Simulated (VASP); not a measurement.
Wanted: the native input for a VASP 6.6.1 run.

* Task: single point
* Functional: RPBE
* Dispersion: D3(BJ)
* Potentials or basis: VASP PAW PBE potentials, release 64 (Ti_sv, Si)
* Cutoff: 520 eV
* k mesh: 7 × 7 × 7
* Occupations: fermi-dirac, width 0.05 eV
* Spin: no spin polarisation
* Dipole correction: no
* Further INCAR settings: ALGO = Normal; EDIFF = 1e-07; NBANDS = 29

The structure of TiSi2 lies in POSCAR:

```
TiSi2
1.0
    0.0000000000      3.8101668360      4.0696396515
    2.2469940899      0.0000000000      4.0696396515
    2.2469940899      3.8101668360      0.0000000000
Ti Si
2 4
Direct
    0.7500000000      0.7500000000      0.7500000000
    0.5000000000      0.5000000000      0.5000000000
    0.4136105071      0.0863894929      0.4136105071
    0.0863894929      0.4136105071      0.0863894929
    0.1636105071      0.8363894929      0.1636105071
    0.8363894929      0.1636105071      0.8363894929
```

One way to write it, as run:

INCAR

```
SYSTEM = TiSi2
ALGO     = Normal         ! electronic algorithm
EDIFF    = 1E-7           ! SCF threshold, eV
ENCUT    = 520            ! plane-wave cutoff, eV
GGA      = RP             ! functional
ISIF     = 2              ! what is computed and relaxed
ISMEAR   = -1             ! smearing method
IVDW     = 12             ! dispersion correction
LASPH    = .TRUE.         ! aspherical terms in the spheres
LCHARG   = .TRUE.         ! write CHGCAR
LELF     = .TRUE.         ! ELF
LREAL    = .FALSE.        ! projectors in reciprocal space
LVHAR    = .TRUE.       
LWAVE    = .FALSE.        ! write WAVECAR
NBANDS   = 29             ! bands
NELM     = 100            ! most SCF steps
PREC     = Accurate       ! precision mode
SIGMA    = 0.05           ! smearing width, eV
```

KPOINTS

```
k-points
0
G
  7 7 7
  0 0 0
```

Potentials or basis: VASP PAW PBE potentials, release 64 (Ti_sv, Si).

Run with:

```console
$ cat potpaw_PBE.64/Ti_sv/POTCAR potpaw_PBE.64/Si/POTCAR > POTCAR
$ mpirun -np 1 vasp_std > vasp.out
```

Results of the run:

* Pressure: -0.6 GPa
* Largest force: 0.006 eV/Å
* Band gap on the k mesh: zero (band 20 reaches 13.41 eV, above the bottom of band 21 at 11.33 eV)
* Dispersion energy per atom: -3.320 eV

Caveat: the PAW data sets were made with another functional, which shifts forces and pressure a little; pairwise dispersion overbinds metals, which lowers pressure and volume.

Run time: 95 s on 1 thread of Intel(R) Xeon(R) 6975P-C (Granite Rapids), on a shared host, peak memory 0.28 GiB.
